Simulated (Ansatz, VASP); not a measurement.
Given: the input of a run of Ansatz 0.2.0 on HfC.

File input.yaml:

```yaml
crystal:
  lattice:
    - [0.0, 2.325, 2.325]
    - [2.325, 0.0, 2.325]
    - [2.325, 2.325, 0.0]
  atoms:
    - { symbol: Hf, position: [0.5, 0.5, 0.5] }
    - { symbol: C, position: [0.0, 0.0, 0.0] }
kpoints:
  mp_grid: { grid: [10, 10, 10] }
scf:
  occupations: { method: fermi_dirac, width: 0.05 }
hamiltonian:
  xc: blyp
  dispersion: d4
  pseudopotentials: { kind: all_electron, lapw: { basis_error: 0.001 } }
output:
  forces: true
  stress: true
relax:
  f_tol: 0.02
  max_steps: 60
  cell: {}
```

Potentials or basis: all-electron LAPW, scalar-relativistic.

Run with:

```bash
$ ansatz run input.yaml --threads 1 --pin off --max-ram 3072MiB --backend cpu --events-out ev --progress --plain --runs-dir out
```

Q: Set up the same calculation for VASP 6.6.1. Potentials there: VASP PAW PBE potentials, release 64 (Hf_pv, C).

A: As run (the cutoff follows the program's own potentials):

File INCAR:

```
PREC = Accurate
ENCUT = 600
EDIFF = 1E-7
ISMEAR = -1
SIGMA = 0.05
LREAL = False
LASPH = True
NELM = 120
ALGO = Normal
ISIF = 3
LWAVE = False
LCHARG = False
GGA = B5
ALDAX = 1.0
AGGAX = 1.0
AGGAC = 1.0
ALDAC = 0.0
IVDW = 13
VDW_S6 = 1.0
VDW_S8 = 2.34076671
VDW_A1 = 0.44488865
VDW_A2 = 4.0933009
IBRION = 2
NSW = 80
EDIFFG = -0.02
GGA_COMPAT = False
NELMIN = 4
```

File KPOINTS:

```
regular mesh
0
Gamma
  10 10 10
```

File POSCAR:

```
HfC
1.0
    0.0000000000      2.3250000000      2.3250000000
    2.3250000000      0.0000000000      2.3250000000
    2.3250000000      2.3250000000      0.0000000000
Hf C
1 1
Direct
    0.5000000000      0.5000000000      0.5000000000
    0.0000000000      0.0000000000      0.0000000000
```

Potentials or basis: VASP PAW PBE potentials, release 64 (Hf_pv, C).

Run with:

```bash
$ cat potpaw_PBE.64/Hf_pv/POTCAR potpaw_PBE.64/C/POTCAR > POTCAR
$ mpirun -np 1 vasp_std > vasp.out
```

Both were run:

|  | VASP | Ansatz | Ansatz less VASP |
| --- | --- | --- | --- |
| relaxed volume (Å³/atom) | 12.60 | 12.60 | +0.007 |
| relaxed cell length with the largest relative difference (Å) | 3.291 | 3.291 | +0.0006 |

VASP's potentials were made for PBE, not for BLYP. Ansatz ran all-electron here, and VASP with PAW potentials.

Neither program's run includes spin-orbit coupling.
